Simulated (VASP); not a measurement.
# SnTe (Fm-3m) in VASP: settings compared

SnTe is run at these levels: LDA, PBE+D3(BJ), RPBE+D4; tasks: single point.

All numbers are computed with VASP 6.6.1; they aren't measurements. Logs are shortened: lines on timing, memory, paths and dates and some standing lists are left out, and cuts for length are marked.

## (1) The cell of the first run

The structure is cubic, space group Fm-3m (No. 225). The conventional cell has a = 6.259 Å, b = 6.259 Å, c = 6.259 Å, α = 90.00°, β = 90.00°, γ = 90.00°. Within 4.1 Å of Te (site symmetry m-3m) lie 6 Sn at 3.13 Å. Sn (site symmetry m-3m) has 6 Te at 3.13 Å within 4.1 Å.

## (2) Single point, LDA

File INCAR:

```
SYSTEM = SnTe
PREC = Accurate
ENCUT = 520
EDIFF = 1E-6
ISMEAR = -1
SIGMA = 0.05
LREAL = .FALSE.
LASPH = .TRUE.
NELM = 80
ALGO = Normal
ISIF = 2
LWAVE = .FALSE.
LCHARG = .FALSE.
NBANDS = 17
```

File KPOINTS:

```
Automatic mesh
0
G
  7 7 7
  0 0 0
```

File POSCAR:

```
SnTe
1.0
    0.0000000000      3.1297027185      3.1297027185
    3.1297027185      0.0000000000      3.1297027185
    3.1297027185      3.1297027185      0.0000000000
Te Sn
1 1
Direct
    0.5000000000      0.5000000000      0.5000000000
    0.0000000000      0.0000000000      0.0000000000
```

Potentials or basis: VASP PAW LDA potentials, release 64 (Te, Sn_d).

Run with:

```bash
> cat potpaw_LDA.64/Te/POTCAR potpaw_LDA.64/Sn_d/POTCAR > POTCAR
> mpirun -np 1 vasp_std > vasp.out
```

OUTCAR:

```text
SYSTEM = SnTe
   PREC = Accurate
   ENCUT = 520
   EDIFF = 1E-6
   ISMEAR = -1
   LREAL = .FALSE.
   LASPH = .TRUE.
   NELM = 80
   ISIF = 2

 ion  position               nearest neighbor table
   1  0.500  0.500  0.500-   2 3.13   2 3.13   2 3.13   2 3.13   2 3.13   2 3.13
   2  0.000  0.000  0.000-   1 3.13   1 3.13   1 3.13   1 3.13   1 3.13   1 3.13

  LATTYP: Found a face centered cubic cell.
 ALAT       =     6.2594054370

  Lattice vectors:

 A1 = (   0.0000000000,   3.1297027185,   3.1297027185)
 A2 = (   3.1297027185,   0.0000000000,   3.1297027185)
 A3 = (   3.1297027185,   3.1297027185,   0.0000000000)

Analysis of symmetry for initial positions (statically):
[... 33 lines left out ...]
                                     Primitive cell

  volume of cell :      61.3111

  direct lattice vectors                    reciprocal lattice vectors
     0.000000000  3.129702718  3.129702718    -0.159759583  0.159759583  0.159759583
     3.129702718  0.000000000  3.129702718     0.159759583 -0.159759583  0.159759583
     3.129702718  3.129702718  0.000000000     0.159759583  0.159759583 -0.159759583

  length of vectors
     4.426068031  4.426068031  4.426068031     0.276711714  0.276711714  0.276711714

  position of ions in fractional coordinates (direct lattice)
     0.500000000  0.500000000  0.500000000
     0.000000000  0.000000000  0.000000000

  ion indices of the primitive-cell ions
   primitive index   ion index
                 1           1
                 2           2

----------------------------------------------------------------------------------------

 KPOINTS: Automatic mesh

Automatic generation of k-mesh.
 Grid dimensions read from file:
 generate k-points for:    7    7    7

 Generating k-lattice:

  Cartesian coordinates                     Fractional coordinates (reciprocal lattice)
    -0.022822798  0.022822798  0.022822798     0.142857143  0.000000000  0.000000000
     0.022822798 -0.022822798  0.022822798     0.000000000  0.142857143  0.000000000
     0.022822798  0.022822798 -0.022822798     0.000000000  0.000000000  0.142857143

  Length of vectors
     0.039530245  0.039530245  0.039530245

  Shift w.r.t. Gamma in fractional coordinates (k-lattice)
     0.000000000  0.000000000  0.000000000

 Subroutine IBZKPT returns following result:
 ===========================================

 Found     20 irreducible k-points:

 Following reciprocal coordinates:
            Coordinates               Weight
  0.000000  0.000000  0.000000      1.000000
  0.142857  0.000000  0.000000      8.000000
  0.285714  0.000000  0.000000      8.000000
  0.428571  0.000000  0.000000      8.000000
  0.142857  0.142857  0.000000      6.000000
  0.285714  0.142857  0.000000     24.000000
[... 12 lines left out ...]
 -0.428571  0.428571  0.142857     24.000000
 -0.285714  0.428571  0.142857     24.000000
   k-points           NKPTS =     20   k-points in BZ     NKDIM =     20   number of bands    NBANDS=     17
   number of dos      NEDOS =    301   number of ions     NIONS =      2
   total plane-waves  NPLWV =  46656
   dimension x,y,z NGX =    36 NGY =   36 NGZ =   36
   dimension x,y,z NGXF=    72 NGYF=   72 NGZF=   72
   ions per type =               1   1
   NGX,Y,Z   is equivalent  to a cutoff of  13.52, 13.52, 13.52 a.u.
   NGXF,Y,Z  is equivalent  to a cutoff of  27.04, 27.04, 27.04 a.u.
 SYSTEM =  SnTe
   PREC   = accura    normal or accurate (medium, high low for compatibility)
   ISTART =      0    job   : 0-new  1-cont  2-samecut
   ICHARG =      2    charge: 1-file 2-atom 10-const
   ISPIN  =      1    spin polarized calculation?
   LNONCOLLINEAR =      F non collinear calculations
   LSORBIT =      F    spin-orbit coupling
   LASPH  =      T    aspherical Exc in radial PAW
   ENCUT  =  520.0 eV  38.22 Ry    6.18 a.u.   8.23  8.23  8.23*2*pi/ulx,y,z
   NELM   =     80;   NELMIN=  2; NELMDL= -5     # of ELM steps
   EDIFF  = 0.1E-05   stopping-criterion for ELM
   LREAL  =      F    real-space projection
   EDIFFG = 0.1E-04   stopping-criterion for IOM
   NSW    =      0    number of steps for IOM
   IBRION =     -1    ionic relax: 0-MD 1-quasi-New 2-CG
   NFREE  =      0    steps in history (QN), initial steepest desc. (CG)
   ISIF   =      2    stress and relaxation
   ISYM   =      2    0-nonsym 1-usesym 2-fastsym
   POTIM  = 0.5000    time-step for ionic-motion
   TEBEG  =    0.0;   TEEND  =   0.0 temperature during run
   PSTRESS=    0.0 pullay stress
   NELECT =      20.0000    total number of electrons
   NUPDOWN=      -1.0000    fix difference up-down
   EMIN   =  10.00;   EMAX   =-10.00  energy-range for DOS
   EFERMI =   0.00;   METHOD = LEGACY
   ISMEAR =    -1;   SIGMA  =   0.05  broadening in eV -4-tet -1-fermi 0-gaus
   EFERMI_NEDOS =   21; number of points for ismear=-14 and -15
   IALGO  =     38    algorithm
   IMIX   =      4    mixing-type and parameters
     AMIX     =   0.40;   BMIX     =  1.00
     AMIX_MAG =   1.60;   BMIX_MAG =  1.00
  volume/ion in A,a.u.               =      30.66       206.87
  Fermi-wavevector in a.u.,A,eV,Ry     =   1.126951  2.129629 17.279655  1.270019
  Thomas-Fermi vector in A             =   2.263635
   LORBIT       =      0    0 simple, 1 ext, 2 COOP (PROOUT), +10 PAW based schemes
   GGA     = CA    functional components
   LHFCALC =     F    Hartree Fock is set to
   AEXX    =    0.0000 exact exchange contribution
   IVDW    =     0    specifies the selected vdW correction
   LEPSILON=     F    determine dielectric tensor
   LRPA    =     F    only Hartree local field effects (RPA)
 non-spin polarized calculation
  energy-cutoff  :      520.00
  volume of cell :       61.31
 maximum number of plane-waves:      1673
 NGX is ok and might be reduce to    36
   NGX = 17   NGY = 17   NGZ = 17

 number of electron      19.9999997 magnetization

 Free energy of the ion-electron system (eV)
  ---------------------------------------------------
  ext. energy  EPLUGINS =         0.00000000
  ---------------------------------------------------
  free energy    TOTEN  =        -8.83768919 eV

  energy without entropy =       -8.83761104  energy(sigma->0) =       -8.83765011

 E-fermi :   7.0270     XC(G=0):  -9.8295

 val. band max:        6.7120845386   @ k =   0.4286   0.0000   0.0000
 cond. band min:       7.3813029712   @ k =   0.4286   0.0000   0.0000
 fundamental gap:      0.6692184325
 Fermi energy:         7.0270303958

 k-point     1 :       0.0000    0.0000    0.0000
  band No.  band energies     occupation
      1     -14.8089      2.00000
      2     -14.8089      2.00000
      3     -14.7983      2.00000
      4     -14.7983      2.00000
      5     -14.7983      2.00000
      6      -5.9809      2.00000
[... 9 lines left out ...]
     16      11.7339      0.00000
     17      13.7027      0.00000

 k-point     2 :       0.1429    0.0000    0.0000
  band No.  band energies     occupation
      1     -14.8098      2.00000
      2     -14.8098      2.00000
      3     -14.7979      2.00000
      4     -14.7970      2.00000
      5     -14.7970      2.00000
      6      -5.8047      2.00000
[... 9 lines left out ...]
     16      12.1539      0.00000
     17      15.1127      0.00000

 k-point     3 :       0.2857    0.0000    0.0000
  band No.  band energies     occupation
      1     -14.8122      2.00000
      2     -14.8122      2.00000
      3     -14.7972      2.00000
      4     -14.7938      2.00000
      5     -14.7938      2.00000
      6      -5.3201      2.00000
[... 9 lines left out ...]
     16      13.3066      0.00000
     17      17.5104      0.00000

 k-point     4 :       0.4286    0.0000    0.0000
  band No.  band energies     occupation
      1     -14.8143      2.00000
      2     -14.8143      2.00000
      3     -14.7967      2.00000
      4     -14.7911      2.00000
      5     -14.7911      2.00000
      6      -4.7582      2.00000
[... 9 lines left out ...]
     16      15.0597      0.00000
     17      16.5600      0.00000

 k-point     5 :       0.1429    0.1429    0.0000
  band No.  band energies     occupation
      1     -14.8121      2.00000
      2     -14.8079      2.00000
      3     -14.7991      2.00000
      4     -14.7961      2.00000
      5     -14.7961      2.00000
      6      -5.7466      2.00000
[... 9 lines left out ...]
     16      12.8376      0.00000
     17      14.1421      0.00000

 k-point     6 :       0.2857    0.1429    0.0000
  band No.  band energies     occupation
      1     -14.8153      2.00000
      2     -14.8085      2.00000
      3     -14.7989      2.00000
      4     -14.7938      2.00000
      5     -14.7931      2.00000
      6      -5.3656      2.00000
[... 9 lines left out ...]
     16      14.0169      0.00000
     17      15.6009      0.00000
[... 201 lines left out ...]
 k-point    17 :       0.4286    0.2857    0.1429
  band No.  band energies     occupation
      1     -14.8184      2.00000
      2     -14.8090      2.00000
      3     -14.7984      2.00000
      4     -14.7915      2.00000
      5     -14.7912      2.00000
      6      -4.9428      2.00000
[... 9 lines left out ...]
     16      15.3937      0.00000
     17      16.2011      0.00000

 k-point    18 :      -0.4286    0.2857    0.1429
  band No.  band energies     occupation
      1     -14.8194      2.00000
      2     -14.8107      2.00000
      3     -14.7959      2.00000
      4     -14.7924      2.00000
      5     -14.7889      2.00000
      6      -4.4911      2.00000
[... 9 lines left out ...]
     16      15.7925      0.00000
     17      17.0351      0.00000

 k-point    19 :      -0.4286    0.4286    0.1429
  band No.  band energies     occupation
      1     -14.8247      2.00000
      2     -14.8069      2.00000
      3     -14.7995      2.00000
      4     -14.7896      2.00000
      5     -14.7868      2.00000
      6      -4.3681      2.00000
[... 9 lines left out ...]
     16      16.6849      0.00000
     17      17.5763      0.00000

 k-point    20 :      -0.2857    0.4286    0.1429
  band No.  band energies     occupation
      1     -14.8223      2.00000
      2     -14.8093      2.00000
      3     -14.7960      2.00000
      4     -14.7927      2.00000
      5     -14.7868      2.00000
      6      -4.2737      2.00000
[... 9 lines left out ...]
     16      16.8011      0.00000
     17      17.4901      0.00000

------------------------ aborting loop because EDIFF is reached ----------------------------------------

  FORCE on cell =-STRESS in cart. coord.  units (eV):
  Direction    XX          YY          ZZ          XY          YZ          ZX
  --------------------------------------------------------------------------------------
  -------------------------------------------------------------------------------------
  Total       -0.2371532     -0.2371532     -0.2371532      0.0000000     -0.0000000      0.0000000
  in kB       -6.1972691     -6.1972691     -6.1972691      0.0000000     -0.0000000      0.0000000
  external PRESSURE =      -6.1972691 kB  Pullay stress =       0.0000000 kB

 VOLUME and BASIS-vectors are now :
 -----------------------------------------------------------------------------
  energy-cutoff  :      520.00
  volume of cell :       61.31
      direct lattice vectors                 reciprocal lattice vectors
     0.000000000  3.129702718  3.129702718    -0.159759583  0.159759583  0.159759583
     3.129702718  0.000000000  3.129702718     0.159759583 -0.159759583  0.159759583
     3.129702718  3.129702718  0.000000000     0.159759583  0.159759583 -0.159759583

 POSITION                                       TOTAL-FORCE (eV/Angst)
 -----------------------------------------------------------------------------------
      3.12970      3.12970      3.12970         0.000000      0.000000      0.000000
      0.00000      0.00000      0.00000        -0.000000     -0.000000     -0.000000
 -----------------------------------------------------------------------------------
    total drift:                               -0.000000      0.000000      0.000000

  FREE ENERGIE OF THE ION-ELECTRON SYSTEM (eV)
  ---------------------------------------------------
  free  energy   TOTEN  =        -8.8376891911 eV

  energy  without entropy=       -8.8376110362  energy(sigma->0) =       -8.83765011
```

It took 28 s on 1 thread of AMD EPYC 7R43 (Zen 3), shared host; peak memory 0.15 GiB.

Results:

```yaml
Free_energy: -8.8377 eV
Pressure: -0.6 GPa
```

Levels at points of the mesh, in eV from the Fermi level:
```csv
k point,band 6,band 7,band 8,band 9,band 10,band 11,band 12,band 13,band 14,band 15
"(0.00, 0.00, 0.00)",-13.01,-4.75,-2.22,-2.22,-2.22,3.29,3.29,3.29,4.71,4.71
```

Caveat: this odd mesh misses L, where the gap lies, so gap, dielectric constants and Born charges aren't listed; spin-orbit coupling is left out, which moves the levels of the heavy elements.

## (3) Single point, LDA

This run uses another cell than the first one, of 31.28 Å³/atom, 1.020 times its volume.

Changes to INCAR since step 2:

```diff
@@ -8,3 +8,3 @@
 LASPH = .TRUE.
-NELM = 80
+NELM = 60
 ALGO = Normal
```

File KPOINTS:

```
regular mesh
0
G
  7 7 7
  0 0 0
```

File POSCAR:

```
SnTe
1.0
    0.0000000000      3.1508500000      3.1508500000
    3.1508500000      0.0000000000      3.1508500000
    3.1508500000      3.1508500000      0.0000000000
Te Sn
1 1
Direct
    0.5000000000      0.5000000000      0.5000000000
    0.0000000000      0.0000000000      0.0000000000
```

Potentials or basis: VASP PAW LDA potentials, release 64 (Te, Sn_d).

Run with:

```bash
> cat potpaw_LDA.64/Te/POTCAR potpaw_LDA.64/Sn_d/POTCAR > POTCAR
> mpirun -np 1 vasp_std > vasp.out
```

Wall time 34 s (1 thread of AMD EPYC 7R43 (Zen 3), shared host); peak memory 0.14 GiB.

Results (log left out):

```yaml
Free_energy: -8.8296 eV
Pressure: -1.5 GPa
```

Levels at points of the mesh, in eV from the Fermi level:
```csv
k point,band 8,band 9,band 10,band 11,band 12,band 13
"(0.00, 0.00, 0.00)",-2.15,-2.15,-2.15,3.26,3.26,3.26
```

Caveat: this odd mesh misses L, where the gap lies, so gap, dielectric constants and Born charges aren't listed; spin-orbit coupling is left out, which moves the levels of the heavy elements.

[end of part 1 of 2]
